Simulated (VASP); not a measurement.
Input of a VASP 6.6.1 run:

File INCAR:

```
SYSTEM = TlAs2
ALGO = Normal ; EDIFF = 1E-7
ENCUT = 520 ; GGA = PE
ISIF = 2 ; ISMEAR = 0
LASPH = .True. ; LCHARG = .False.
LREAL = .False. ; LWAVE = .False.
NBANDS = 18 ; NELM = 80
PREC = Accurate ; SIGMA = 0.1
```

File KPOINTS:

```
k-points
0
Gamma
  12 12 12
  0 0 0
```

POSCAR

```
TlAs2
1.0
    0.0000000000      3.4246663181      3.4246663181
    3.4246663181      0.0000000000      3.4246663181
    3.4246663181      3.4246663181      0.0000000000
Tl As
1 2
Direct
    0.0000000000      0.0000000000      0.0000000000
    0.2500000000      0.2500000000      0.2500000000
    0.7500000000      0.7500000000      0.7500000000
```

Potentials or basis: VASP PAW PBE potentials, release 64 (Tl_d, As).

Run with:

```sh
$ cat potpaw_PBE.64/Tl_d/POTCAR potpaw_PBE.64/As/POTCAR > POTCAR
$ mpirun -np 1 vasp_std > vasp.out
```

(1) Estimate the pressure.

(2) What does it give for the band gap on the k mesh?

Results:

(1) 0.0 GPa.

(2) zero (an odd number of electrons rules out a gap without spin polarisation).

Caveat: spin-orbit coupling is left out, which moves the levels of the heavy elements.
